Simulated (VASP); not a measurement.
# Mg (Fm-3m) in VASP: further runs, part 2 of 2

VASP 6.6.1. The steps go on from the part before.

## (4) Electric field gradients, PBE (volume scaled by 1.06)

Contents of INCAR:

```
PREC = Accurate
ENCUT = 520
EDIFF = 1E-8
ISMEAR = -1
SIGMA = 0.03
LREAL = F
LASPH = T
NELM = 100
ALGO = Normal
ISIF = 2
LWAVE = F
LCHARG = F
GGA = PE
LEFG = T
NBANDS = 7
```

Contents of KPOINTS:

```
Automatic mesh
0
Gamma
  16 16 16
```

Contents of POSCAR:

```
Mg
1.0
    0.0000000000      2.2882721944      2.2882721944
    2.2882721944      0.0000000000      2.2882721944
    2.2882721944      2.2882721944      0.0000000000
Mg
1
Direct
    0.0000000000      0.0000000000      0.0000000000
```

Potentials or basis: VASP PAW PBE potentials, release 64 (Mg).

The run is started by

```bash
$ cat potpaw_PBE.64/Mg/POTCAR > POTCAR
$ mpirun -np 1 vasp_std > vasp.out
```

OUTCAR:

```text
PREC = Accurate
   ENCUT = 520
   EDIFF = 1E-8
   ISMEAR = -1
   LREAL = F
   LASPH = T
   NELM = 100
   ISIF = 2
   GGA = PE

 ion  position               nearest neighbor table
   1  0.000  0.000  0.000-

  LATTYP: Found a face centered cubic cell.
 ALAT       =     4.5765443888

  Lattice vectors:

 A1 = (   0.0000000000,   2.2882721944,   2.2882721944)
 A2 = (   2.2882721944,   0.0000000000,   2.2882721944)
 A3 = (   2.2882721944,   2.2882721944,   0.0000000000)

Analysis of symmetry for initial positions (statically):
=====================================================================
 Subroutine PRICEL returns:
 Original cell was already a primitive cell.

 Routine SETGRP: Setting up the symmetry group for a
 face centered cubic supercell.

 Subroutine GETGRP returns: Found 48 space group operations
 (whereof 48 operations were pure point group operations)
 out of a pool of 48 trial point group operations.

The static configuration has the point symmetry O_h .

Analysis of symmetry for dynamics (positions and initial velocities):
=====================================================================
 Subroutine PRICEL returns:
 Original cell was already a primitive cell.

 Routine SETGRP: Setting up the symmetry group for a
 face centered cubic supercell.

 Subroutine GETGRP returns: Found 48 space group operations
 (whereof 48 operations were pure point group operations)
 out of a pool of 48 trial point group operations.

The dynamic configuration has the point symmetry O_h .

 Subroutine INISYM returns: Found 48 space group operations
[... 150 lines left out ...]
  band No.  band energies     occupation
      1      -4.3360      2.00000
      2      14.4981      0.00000
      3      14.4981      0.00000
      4      14.4981      0.00000
      5      16.2063      0.00000
      6      16.2063      0.00000
      7      16.2063      0.00000
[... 221 lines left out ...]
 k-point    24 :      -0.0625    0.0625    0.0000
  band No.  band energies     occupation
      1      -4.1111      2.00000
      2      12.2133      0.00000
      3      12.9627      0.00000
      4      14.7168      0.00000
      5      16.3737      0.00000
      6      16.6239      0.00000
      7      17.2268      0.00000

 [... further k-points ...]

------------------------ aborting loop because EDIFF is reached ----------------------------------------

  FORCE on cell =-STRESS in cart. coord.  units (eV):
  Direction    XX          YY          ZZ          XY          YZ          ZX
  --------------------------------------------------------------------------------------
  -------------------------------------------------------------------------------------
  Total       -0.1927036     -0.1927036     -0.1927036      0.0000000      0.0000000     -0.0000000
  in kB      -12.8838999    -12.8838999    -12.8838999      0.0000000      0.0000000     -0.0000000
  external PRESSURE =     -12.8838999 kB  Pullay stress =       0.0000000 kB

 VOLUME and BASIS-vectors are now :
 -----------------------------------------------------------------------------
  energy-cutoff  :      520.00
  volume of cell :       23.96
      direct lattice vectors                 reciprocal lattice vectors
     0.000000000  2.288272194  2.288272194    -0.218505474  0.218505474  0.218505474
     2.288272194  0.000000000  2.288272194     0.218505474 -0.218505474  0.218505474
     2.288272194  2.288272194  0.000000000     0.218505474  0.218505474 -0.218505474

 POSITION                                       TOTAL-FORCE (eV/Angst)
 -----------------------------------------------------------------------------------
      0.00000      0.00000      0.00000         0.000000     -0.000000     -0.000000
 -----------------------------------------------------------------------------------
    total drift:                                0.000000      0.000000     -0.000000

  FREE ENERGIE OF THE ION-ELECTRON SYSTEM (eV)
  ---------------------------------------------------
  free  energy   TOTEN  =        -1.4885892387 eV

  energy  without entropy=       -1.4869289450  energy(sigma->0) =       -1.48775909

 Electric field gradients (V/A^2)
---------------------------------------------------------------------
 ion       V_xx      V_yy      V_zz      V_xy      V_xz      V_yz
---------------------------------------------------------------------
   1      -0.000     0.000    -0.000    -0.000    -0.000    -0.000
---------------------------------------------------------------------

 Electric field gradients after diagonalization (V/A^2)
 (convention: |V_zz| > |V_xx| > |V_yy|)
----------------------------------------------------------------------
 ion       V_xx      V_yy      V_zz     asymmetry (V_yy - V_xx)/ V_zz
----------------------------------------------------------------------
   1       0.000     0.000    -0.000       0.000
----------------------------------------------------------------------

           NMR quadrupolar parameters

 Cq : quadrupolar parameter    Cq=e*Q*V_zz/h
 eta: asymmetry parameters     (V_yy - V_xx)/ V_zz
 Q  : nuclear electric quadrupole moment in mb (millibarn)
----------------------------------------------------------------------
 ion       Cq(MHz)       eta       Q (mb)
----------------------------------------------------------------------
   1      -0.000       0.000       1.000
----------------------------------------------------------------------
```

stdout:

```text
POSCAR found type information on POSCAR Mg
 POSCAR found :  1 types and       1 ions
 scaLAPACK will be used
 LDA part: xc-table for (Slater+PW92), standard interpolation
 POSCAR, INCAR and KPOINTS ok, starting setup
 FFT: planning ... GRIDC
 FFT: planning ... GRID_SOFT
 FFT: planning ... GRID
 WAVECAR not read
 entering main loop
ion   1
```

Run time: 31 s. Hardware: 1 thread of AMD EPYC 7R43 (Zen 3), shared host; peak memory 0.12 GiB.

What came out:

| Item | Value |
| --- | --- |
| Free energy | -1.4886 eV |
| Pressure | -1.3 GPa |
| Band gap on the k mesh | zero (band 1 reaches 3.83 eV, above the bottom of band 2 at 1.11 eV) |

Levels at points of the mesh, in eV from the Fermi level:
| k point | band 1 | band 2 | band 3 | band 4 |
| --- | --- | --- | --- | --- |
| (0.00, 0.00, 0.00) | -6.73 | 12.11 | 12.11 | 12.11 |
| (0.50, 0.00, 0.00) | -1.62 | -1.28 | 11.05 | 11.05 |
| (0.50, 0.50, 0.00) | -0.19 | 0.78 | 6.03 | 6.74 |

Caveat: without QUAD_EFG the Cq values of the log hold for a quadrupole moment of 1 mb, not for the nuclei.
